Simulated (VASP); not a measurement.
The system is ScAg3.

```xyz
4
Lattice="0.0000 3.3200 3.3200 3.3200 0.0000 3.3200 3.3200 3.3200 0.0000" Properties=species:S:1:pos:R:3 pbc="T T T"
Sc    0.0000    0.0000    0.0000
Ag    3.3200    3.3200    3.3200
Ag    1.6600    1.6600    1.6600
Ag    4.9800    4.9800    4.9800
```

| Item | Value |
| --- | --- |
| Program | VASP 6.6.1 |
| Task | relaxation of cell and atoms |
| Functional | PBEsol |
| Potentials or basis | VASP PAW PBE potentials, release 64 (Sc_sv, Ag) |
| Cutoff | 500 eV |
| k mesh | 6 × 6 × 6 |
| Occupations | fermi-dirac, width 0.1 eV |
| Spin | no spin polarisation |

At the start: pressure -3.2 GPa; volume 18.30 Å³/atom.

How do energy, volume and symmetry change on relaxing?

Over 3 steps the energy falls by 6.3 meV/atom and the volume is 17.69 Å³/atom (-3.3 %); space group Fm-3m (No. 225, to 0.1 Å) before and after.

The path:
| step | energy change (eV) | largest force (eV/Å) | pressure (GPa) | volume (Å³) |
| --- | --- | --- | --- | --- |
| 1 | 0.0000 | 0.0000 | -3.21 | 73.19 |
| 2 | -0.0159 | 0.0000 | 2.17 | 69.37 |
| 3 | -0.0251 | 0.0000 | 0.00 | 70.77 |

Final structure:
```cif
data_structure
_symmetry_space_group_name_H-M 'P 1'
_symmetry_Int_Tables_number 1
_cell_length_a 4.6428
_cell_length_b 4.6428
_cell_length_c 4.6428
_cell_angle_alpha 60.000
_cell_angle_beta 60.000
_cell_angle_gamma 60.000
_cell_volume 70.77
loop_
_atom_site_label
_atom_site_type_symbol
_atom_site_fract_x
_atom_site_fract_y
_atom_site_fract_z
_atom_site_occupancy
Sc1 Sc 0.00000 0.00000 0.00000 1
Ag1 Ag 0.50000 0.50000 0.50000 1
Ag2 Ag 0.25000 0.25000 0.25000 1
Ag3 Ag 0.75000 0.75000 0.75000 1
```

Caveat: the PAW data sets were made with another functional, which shifts forces and pressure a little.
